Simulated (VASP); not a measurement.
Wanted: the native input for a VASP 6.6.1 run.

| Item | Value |
| --- | --- |
| Task | single point |
| Functional | PBE |
| Potentials or basis | VASP PAW PBE potentials, release 64 (Sc_sv, H) |
| Cutoff | 520 eV |
| k mesh | 12 × 12 × 6 |
| Occupations | gaussian, width 0.1 eV |
| Spin | no spin polarisation |
| Dipole correction | no |
| Further INCAR settings | ALGO = Normal; EDIFF = 1e-06; NBANDS = 26 |

The structure of Sc3H2 lies in POSCAR:

```
Sc3H2
1.0
    3.2406029217      0.0000000000      0.0000000000
   -1.6203014609      2.8064444538      0.0000000000
    0.0000000000      0.0000000000      7.8956209737
Sc H
3 2
Direct
    0.0000000000      0.0000000000      0.0000000000
    0.3333333333      0.6666666667      0.6686161650
    0.6666666667      0.3333333333      0.3313838350
    0.3333333333      0.6666666667      0.1583337525
    0.6666666667      0.3333333333      0.8416662475
```

One way to write it, as run:

INCAR

```
SYSTEM = Sc3H2
PREC     = Accurate       ! precision mode
ENCUT    = 520            ! plane-wave cutoff, eV
EDIFF    = 1E-6           ! SCF threshold, eV
ISMEAR   = 0              ! smearing method
SIGMA    = 0.1            ! smearing width, eV
LREAL    = .False.        ! projectors in reciprocal space
LASPH    = .True.         ! aspherical terms in the spheres
NELM     = 100            ! most SCF steps
ALGO     = Normal         ! electronic algorithm
ISIF     = 2              ! what is computed and relaxed
LWAVE    = .False.        ! write WAVECAR
LCHARG   = .False.        ! write CHGCAR
GGA      = PE             ! functional
NBANDS   = 26             ! bands
```

KPOINTS

```
regular mesh
0
Gamma
  12 12 6
  0 0 0
```

Potentials or basis: VASP PAW PBE potentials, release 64 (Sc_sv, H).

Command:

```sh
$ cat potpaw_PBE.64/Sc_sv/POTCAR potpaw_PBE.64/H/POTCAR > POTCAR
$ mpirun -np 1 vasp_std > vasp.out
```

It gave:

```
Pressure      : 0.1 GPa
Largest force : 0.007 eV/Å
```

Wall time 4.3 min on 1 thread of Oxide Virtual Turin-like Processor (shared host), peak memory 0.24 GiB.
